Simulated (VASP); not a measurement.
Set up this calculation in VASP 6.6.1, as the native input.

```
Task                   : relaxation of cell and atoms
Functional             : PBE
Potentials or basis    : VASP PAW PBE potentials, release 64 (Cs_sv, Tl_d, H)
Cutoff                 : 600 eV
k mesh                 : 8 × 8 × 8
Occupations            : gaussian, width 0.1 eV
Spin                   : no spin polarisation
Dipole correction      : no
Further INCAR settings : ALGO = Normal; EDIFF = 1e-06; IBRION = 2; EDIFFG = -0.01; NSW = 100; ISIF = 3
```

The structure of CsTlH4 lies in POSCAR:

```
CsTlH4
1.0
    0.0000000000      3.8386551400      3.8386551400
    3.8386551400      0.0000000000      3.8386551400
    3.8386551400      3.8386551400      0.0000000000
Cs Tl H
1 1 4
Direct
    0.7500000000      0.7500000000      0.7500000000
    0.0000000000      0.0000000000      0.0000000000
    0.8750850300      0.3749716600      0.3749716600
    0.3749716600      0.3749716600      0.3749716600
    0.3749716600      0.8750850300      0.3749716600
    0.3749716600      0.3749716600      0.8750850300
```

One way to write it, as run:

INCAR

```
ALGO     = Normal         # electronic algorithm
EDIFF    = 1E-6           # SCF threshold, eV
EDIFFG   = -0.01          # ionic threshold
ENCUT    = 600            # plane-wave cutoff, eV
GGA      = PE             # functional
IBRION   = 2              # ionic algorithm
ISIF     = 3              # what is computed and relaxed
ISMEAR   = 0              # smearing method
LASPH    = True           # aspherical terms in the spheres
LCHARG   = False          # write CHGCAR
LREAL    = False          # projectors in reciprocal space
LWAVE    = False          # write WAVECAR
NELM     = 100            # most SCF steps
NSW      = 100            # ionic steps
PREC     = Accurate       # precision mode
SIGMA    = 0.1            # smearing width, eV
```

KPOINTS

```
k-points
0
Gamma
  8 8 8
```

Potentials or basis: VASP PAW PBE potentials, release 64 (Cs_sv, Tl_d, H).

Launch:

```console
$ cat potpaw_PBE.64/Cs_sv/POTCAR potpaw_PBE.64/Tl_d/POTCAR potpaw_PBE.64/H/POTCAR > POTCAR
$ mpirun -np 1 vasp_std > vasp.out
```

Results of the run:

```
Energy gained by relaxing : 10.0 meV/atom
Ionic steps               : 23
Pressure after relaxing   : 0.0 GPa
Band gap on the k mesh    : zero (band 13 reaches 1.65 eV, above the bottom of band 14 at 0.97 eV)
```

Caveat: spin-orbit coupling is left out, which moves the levels of the heavy elements.

It took 7 min on 1 thread of Intel(R) Xeon(R) 6975P-C (Granite Rapids), with other jobs on the host, peak memory 0.37 GiB.
